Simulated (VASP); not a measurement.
# Cu (Im-3m) in VASP: further runs

Runs on Cu. Level: PBE. Tasks: single point, relaxation of cell and atoms.

Program: VASP 6.6.1. These are calculated values, not measurements. Logs are shortened: lines on timing, memory, paths and dates and some standing lists are left out, and cuts for length are marked.

## (1) The cell of the first run

The structure is cubic, space group Im-3m (No. 229). Conventional cell: a = 2.885 Å, b = 2.885 Å, c = 2.885 Å, α = 90.00°, β = 90.00°, γ = 90.00°. Within 3.3 Å of Cu (site symmetry m-3m) lie 14 Cu at 2.50 to 2.88 Å.

This isn't the form of Cu at room conditions, which is fcc.

## (2) Single point, PBE

Contents of INCAR:

```
SYSTEM = Cu
PREC = Accurate
ENCUT = 520
EDIFF = 1E-6
ISMEAR = 0
SIGMA = 0.1
LREAL = .FALSE.
LASPH = .TRUE.
NELM = 100
ALGO = Fast
ISIF = 2
LWAVE = .FALSE.
LCHARG = .FALSE.
GGA = PE
NBANDS = 54
```

Contents of KPOINTS:

```
regular mesh
0
G
  8 8 8
  0 0 0
```

Contents of POSCAR:

```
Cu
1.0
    2.8847282671      2.8847282671     -2.8847282671
    2.8847282671     -2.8847282671      2.8847282671
   -2.8847282671     -2.8847282671     -2.8847282671
Cu
8
Direct
    0.0000000000      0.0000000000      0.5000000000
    0.5000000000      0.0000000000      0.5000000000
    0.0000000000      0.5000000000      0.5000000000
    0.5000000000      0.5000000000      0.5000000000
    0.0000000000      0.0000000000      0.0000000000
    0.5000000000      0.0000000000      0.0000000000
    0.0000000000      0.5000000000      0.0000000000
    0.5000000000      0.5000000000      0.0000000000
```

Potentials or basis: VASP PAW PBE potentials, release 64 (Cu).

On the command line:

```
cat potpaw_PBE.64/Cu/POTCAR > POTCAR
mpirun -np 1 vasp_std > vasp.out
```

OUTCAR:

```text
SYSTEM = Cu
   PREC = Accurate
   ENCUT = 520
   EDIFF = 1E-6
   ISMEAR = 0
   LREAL = .FALSE.
   LASPH = .TRUE.
   NELM = 100
   ISIF = 2
   GGA = PE

 ion  position               nearest neighbor table
   1  0.000  0.000  0.500-   2 2.50   3 2.50   5 2.50   8 2.50   5 2.50   3 2.50   2 2.50   8 2.50

   2  0.500  0.000  0.500-   1 2.50   4 2.50   6 2.50   7 2.50   6 2.50   4 2.50   1 2.50   7 2.50

   3  0.000  0.500  0.500-   1 2.50   4 2.50   6 2.50   7 2.50   7 2.50   1 2.50   4 2.50   6 2.50

   4  0.500  0.500  0.500-   2 2.50   3 2.50   5 2.50   8 2.50   8 2.50   2 2.50   3 2.50   5 2.50

   5  0.000  0.000  0.000-   1 2.50   4 2.50   6 2.50   7 2.50   1 2.50   7 2.50   6 2.50   4 2.50

   6  0.500  0.000  0.000-   2 2.50   3 2.50   5 2.50   8 2.50   2 2.50   8 2.50   5 2.50   3 2.50

   7  0.000  0.500  0.000-   2 2.50   3 2.50   5 2.50   8 2.50   3 2.50   5 2.50   8 2.50   2 2.50

   8  0.500  0.500  0.000-   1 2.50   4 2.50   6 2.50   7 2.50   4 2.50   6 2.50   7 2.50   1 2.50

  LATTYP: Found a body centered cubic cell.
 ALAT       =     5.7694565342

  Lattice vectors:

 A1 = (   2.8847282671,   2.8847282671,  -2.8847282671)
 A2 = (   2.8847282671,  -2.8847282671,   2.8847282671)
 A3 = (  -2.8847282671,  -2.8847282671,  -2.8847282671)

Analysis of symmetry for initial positions (statically):
=====================================================================
 Subroutine PRICEL returns following result:

  LATTYP: Found a body centered cubic cell.
 ALAT       =     2.8847282671

  Lattice vectors:

 A1 = (   1.4423641335,   1.4423641335,  -1.4423641335)
 A2 = (   1.4423641335,  -1.4423641335,   1.4423641335)
 A3 = (  -1.4423641335,  -1.4423641335,  -1.4423641335)

   8 primitive cells build up your supercell.

 Routine SETGRP: Setting up the symmetry group for a
 body centered cubic supercell.

 Subroutine GETGRP returns: Found 48 space group operations
 (whereof 48 operations were pure point group operations)
 out of a pool of 48 trial point group operations.

The static configuration has the point symmetry O_h .

Analysis of symmetry for dynamics (positions and initial velocities):
=====================================================================
 Subroutine PRICEL returns following result:

  LATTYP: Found a body centered cubic cell.
 ALAT       =     2.8847282671

  Lattice vectors:

 A1 = (   1.4423641335,   1.4423641335,  -1.4423641335)
 A2 = (   1.4423641335,  -1.4423641335,   1.4423641335)
 A3 = (  -1.4423641335,  -1.4423641335,  -1.4423641335)

   8 primitive cells build up your supercell.

 Routine SETGRP: Setting up the symmetry group for a
 body centered cubic supercell.

 Subroutine GETGRP returns: Found 48 space group operations
 (whereof 48 operations were pure point group operations)
 out of a pool of 48 trial point group operations.

The dynamic configuration has the point symmetry O_h .

 Subroutine INISYM returns: Found 48 space group operations
 (whereof 48 operations are pure point group operations),
 and found     8 'primitive' translations

----------------------------------------------------------------------------------------

                                     Primitive cell

  volume of cell :      12.0029

  direct lattice vectors                    reciprocal lattice vectors
     1.442364134  1.442364134 -1.442364134     0.346653101  0.000000000 -0.346653101
     1.442364134 -1.442364134  1.442364134     0.346653101 -0.346653101  0.000000000
    -1.442364134 -1.442364134 -1.442364134     0.000000000 -0.346653101 -0.346653101

  length of vectors
     2.498247962  2.498247962  2.498247962     0.490241517  0.490241517  0.490241517

  position of ions in fractional coordinates (direct lattice)
     0.000000000  0.000000000  0.000000000

  ion indices of the primitive-cell ions
   primitive index   ion index
                 1           1

----------------------------------------------------------------------------------------

 KPOINTS: regular mesh

Automatic generation of k-mesh.
 Grid dimensions read from file:
 generate k-points for:    8    8    8

 Generating k-lattice:

  Cartesian coordinates                     Fractional coordinates (reciprocal lattice)
     0.021665819  0.000000000 -0.021665819     0.125000000  0.000000000  0.000000000
     0.021665819 -0.021665819  0.000000000     0.000000000  0.125000000  0.000000000
     0.000000000 -0.021665819 -0.021665819     0.000000000  0.000000000  0.125000000

  Length of vectors
     0.030640095  0.030640095  0.030640095

  Shift w.r.t. Gamma in fractional coordinates (k-lattice)
     0.000000000  0.000000000  0.000000000

 Subroutine IBZKPT returns following result:
 ===========================================

 Found     29 irreducible k-points:

 Following reciprocal coordinates:
            Coordinates               Weight
  0.000000  0.000000  0.000000      1.000000
  0.125000  0.000000  0.000000     12.000000
  0.250000  0.000000  0.000000     12.000000
  0.375000  0.000000  0.000000     12.000000
  0.500000  0.000000  0.000000      6.000000
  0.125000  0.125000  0.000000     24.000000
[... 16 lines left out ...]
 -0.250000  0.250000  0.250000      6.000000
 -0.375000  0.375000  0.250000     24.000000
 [... further k-points ...]
   k-points           NKPTS =     29   k-points in BZ     NKDIM =     29   number of bands    NBANDS=     54
   number of dos      NEDOS =    301   number of ions     NIONS =      8
   total plane-waves  NPLWV =  64000
   dimension x,y,z NGX =    40 NGY =   40 NGZ =   40
   dimension x,y,z NGXF=    80 NGYF=   80 NGZF=   80
   ions per type =               8
   NGX,Y,Z   is equivalent  to a cutoff of  13.31, 13.31, 13.31 a.u.
   NGXF,Y,Z  is equivalent  to a cutoff of  26.62, 26.62, 26.62 a.u.
 SYSTEM =  Cu
   PREC   = accura    normal or accurate (medium, high low for compatibility)
   ISTART =      0    job   : 0-new  1-cont  2-samecut
   ICHARG =      2    charge: 1-file 2-atom 10-const
   ISPIN  =      1    spin polarized calculation?
   LNONCOLLINEAR =      F non collinear calculations
   LSORBIT =      F    spin-orbit coupling
   LASPH  =      T    aspherical Exc in radial PAW
   ENCUT  =  520.0 eV  38.22 Ry    6.18 a.u.   9.29  9.29  9.29*2*pi/ulx,y,z
   NELM   =    100;   NELMIN=  2; NELMDL= -5     # of ELM steps
   EDIFF  = 0.1E-05   stopping-criterion for ELM
   LREAL  =      F    real-space projection
   EDIFFG = 0.1E-04   stopping-criterion for IOM
   NSW    =      0    number of steps for IOM
   IBRION =     -1    ionic relax: 0-MD 1-quasi-New 2-CG
   NFREE  =      0    steps in history (QN), initial steepest desc. (CG)
   ISIF   =      2    stress and relaxation
   ISYM   =      2    0-nonsym 1-usesym 2-fastsym
   POTIM  = 0.5000    time-step for ionic-motion
   TEBEG  =    0.0;   TEEND  =   0.0 temperature during run
   PSTRESS=    0.0 pullay stress
   NELECT =      88.0000    total number of electrons
   NUPDOWN=      -1.0000    fix difference up-down
   EMIN   =  10.00;   EMAX   =-10.00  energy-range for DOS
   EFERMI =   0.00;   METHOD = LEGACY
   ISMEAR =     0;   SIGMA  =   0.10  broadening in eV -4-tet -1-fermi 0-gaus
   EFERMI_NEDOS =   21; number of points for ismear=-14 and -15
   IALGO  =     68    algorithm
   IMIX   =      4    mixing-type and parameters
     AMIX     =   0.40;   BMIX     =  1.00
     AMIX_MAG =   1.60;   BMIX_MAG =  1.00
  volume/ion in A,a.u.               =      12.00        81.00
  Fermi-wavevector in a.u.,A,eV,Ry     =   1.590172  3.004990 34.404338  2.528648
  Thomas-Fermi vector in A             =   2.688908
   LORBIT       =      0    0 simple, 1 ext, 2 COOP (PROOUT), +10 PAW based schemes
   GGA     = PE    functional components
   LHFCALC =     F    Hartree Fock is set to
   AEXX    =    0.0000 exact exchange contribution
   IVDW    =     0    specifies the selected vdW correction
   LEPSILON=     F    determine dielectric tensor
   LRPA    =     F    only Hartree local field effects (RPA)
 non-spin polarized calculation
 RMM-DIIS sequential band-by-band and
 Gauss-broadening in eV      SIGMA  =   0.10
  energy-cutoff  :      520.00
  volume of cell :       96.02
 maximum number of plane-waves:      2616
 NGX is ok and might be reduce to    40
   NGX = 19   NGY = 19   NGZ = 19

 number of electron      88.0000023 magnetization

 Free energy of the ion-electron system (eV)
  ---------------------------------------------------
  ext. energy  EPLUGINS =         0.00000000
  ---------------------------------------------------
  free energy    TOTEN  =       -29.50046357 eV

  energy without entropy =      -29.46986973  energy(sigma->0) =      -29.48516665

 E-fermi :   7.3976     XC(G=0): -12.6344

 val. band max:        7.3766783566   @ k =   0.3750   0.2500  -0.0000
 cond. band min:       7.4444364106   @ k =   0.3750   0.1250   0.0000
 fundamental gap:      0.0677580540
 Fermi energy:         7.3975514000

 k-point     1 :       0.0000    0.0000    0.0000
  band No.  band energies     occupation
      1      -1.8363      2.00000
      2       2.4484      2.00000
      3       2.4484      2.00000
      4       2.4484      2.00000
      5       2.4484      2.00000
      6       2.4484      2.00000
[... 46 lines left out ...]
     53      11.6437      0.00000
     54      15.5140      0.00000

 k-point     2 :       0.1250    0.0000    0.0000
  band No.  band energies     occupation
      1      -1.6874      2.00000
      2       2.3837      2.00000
      3       2.4977      2.00000
      4       2.4977      2.00000
      5       2.4977      2.00000
      6       2.4977      2.00000
[... 46 lines left out ...]
     53      12.7044      0.00000
     54      14.9784      0.00000
[... 1195 lines left out ...]
     53      15.4104      0.00000
     54      15.4104      0.00000

 k-point    24 :      -0.3750    0.3750    0.2500
  band No.  band energies     occupation
      1       0.0113      2.00000
      2       1.7988      2.00000
      3       2.4126      2.00000
      4       2.4126      2.00000
      5       2.7947      2.00000
      6       3.1073      2.00000
[... 46 lines left out ...]
     53      16.9429      0.00000
     54      17.0822      0.00000

 [... further k-points ...]

------------------------ aborting loop because EDIFF is reached ----------------------------------------

  FORCE on cell =-STRESS in cart. coord.  units (eV):
  Direction    XX          YY          ZZ          XY          YZ          ZX
  --------------------------------------------------------------------------------------
  -------------------------------------------------------------------------------------
  Total        0.8294359      0.8294359      0.8294359      0.0000000      0.0000000     -0.0000000
  in kB       13.8394460     13.8394460     13.8394460      0.0000000      0.0000000     -0.0000000
  external PRESSURE =      13.8394460 kB  Pullay stress =       0.0000000 kB

 VOLUME and BASIS-vectors are now :
 -----------------------------------------------------------------------------
  energy-cutoff  :      520.00
  volume of cell :       96.02
      direct lattice vectors                 reciprocal lattice vectors
     2.884728267  2.884728267 -2.884728267     0.173326551  0.000000000 -0.173326551
     2.884728267 -2.884728267  2.884728267     0.173326551 -0.173326551  0.000000000
    -2.884728267 -2.884728267 -2.884728267     0.000000000 -0.173326551 -0.173326551

 POSITION                                       TOTAL-FORCE (eV/Angst)
 -----------------------------------------------------------------------------------
     -1.44236     -1.44236     -1.44236         0.000000     -0.000000      0.000000
      0.00000      0.00000     -2.88473        -0.000000     -0.000000      0.000000
      0.00000     -2.88473      0.00000         0.000000     -0.000000      0.000000
      1.44236     -1.44236     -1.44236        -0.000000     -0.000000      0.000000
      0.00000      0.00000      0.00000        -0.000000     -0.000000     -0.000000
      1.44236      1.44236     -1.44236        -0.000000      0.000000     -0.000000
      1.44236     -1.44236      1.44236         0.000000      0.000000     -0.000000
      2.88473      0.00000      0.00000         0.000000      0.000000     -0.000000
 -----------------------------------------------------------------------------------
    total drift:                                0.000000     -0.000000      0.000000

  FREE ENERGIE OF THE ION-ELECTRON SYSTEM (eV)
  ---------------------------------------------------
  free  energy   TOTEN  =       -29.5004635667 eV

  energy  without entropy=      -29.4698697265  energy(sigma->0) =      -29.48516665
```

Run time: 7.9 min. Hardware: 1 thread of Intel Xeon 8259CL, shared host; peak memory 0.29 GiB.

What came out:

* Free energy: -29.5005 eV
* Pressure: 1.4 GPa
* Band gap on the k mesh: zero (bands 44 and 45 overlap by 2.04 eV)

## (3) Relaxation of cell and atoms, PBE

Contents of INCAR:

```
  ALGO = Fast
  EDIFF = 1E-7
  EDIFFG = -0.015
  ENCUT = 600
  GGA = PE
  IBRION = 2
  ISIF = 3
  ISMEAR = 0
  LASPH = True
  LCHARG = False
  LREAL = False
  LWAVE = False
  NELM = 80
  NSW = 80
  PREC = Accurate
  SIGMA = 0.1
```

Contents of KPOINTS:

```
k-points
0
Gamma
  8 8 8
```

POSCAR is that of step 2.

Potentials or basis: VASP PAW PBE potentials, release 64 (Cu).

On the command line:

```
cat potpaw_PBE.64/Cu/POTCAR > POTCAR
mpirun -np 1 vasp_std > vasp.out
```

Wall time 18 min (1 thread of Intel Xeon 8259CL, shared host); peak memory 0.33 GiB.

The run converged. Its results:

```
Free energy                           : -29.5018 eV
Relaxed volume                        : 12.06 Å³/atom
Relaxed cell                          : a = 5.004 Å, b = 5.004 Å, c = 5.004 Å, α = 109.47°, β = 109.47°, γ = 109.47°
Space group after relaxing (to 0.1 Å) : Im-3m (No. 229)
Energy gained by relaxing             : 0.1 meV/atom
Ionic steps                           : 3
Pressure after relaxing               : 0.2 GPa
Band gap on the k mesh                : zero (bands 44 and 45 overlap by 2.03 eV)
```

The path:
```
step  energy change (eV)  largest force (eV/Å)  pressure (GPa)  volume (Å³)
   1              0.0000                0.0000            0.61        96.02
   2             -0.0006                0.0000           -0.71        96.66
   3             -0.0008                0.0000            0.17        96.45
```

Final structure:
```cif
data_structure
_symmetry_space_group_name_H-M 'P 1'
_symmetry_Int_Tables_number 1
_cell_length_a 5.0039
_cell_length_b 5.0039
_cell_length_c 5.0039
_cell_angle_alpha 109.471
_cell_angle_beta 109.471
_cell_angle_gamma 109.471
_cell_volume 96.45
loop_
_atom_site_label
_atom_site_type_symbol
_atom_site_fract_x
_atom_site_fract_y
_atom_site_fract_z
_atom_site_occupancy
Cu1 Cu 0.00000 0.00000 0.50000 1
Cu2 Cu 0.50000 0.00000 0.50000 1
Cu3 Cu 0.00000 0.50000 0.50000 1
Cu4 Cu 0.50000 0.50000 0.50000 1
Cu5 Cu 0.00000 0.00000 0.00000 1
Cu6 Cu 0.50000 0.00000 0.00000 1
Cu7 Cu 0.00000 0.50000 0.00000 1
Cu8 Cu 0.50000 0.50000 0.00000 1
```

Levels at points of the mesh, in eV from the Fermi level:
```tsv
k point	band 42	band 43	band 44	band 45	band 46	band 47
(0.00, 0.00, 0.00)	-0.54	-0.54	-0.54	-0.54	-0.54	-0.54
(0.50, 0.00, 0.00)	-1.45	0.28	0.28	0.28	0.28	3.30
(0.50, 0.50, 0.50)	-1.31	-1.31	-1.31	-1.31	-1.31	6.40
```

The gap in the log of VASP goes by the Fermi energy; the results here count the filled bands.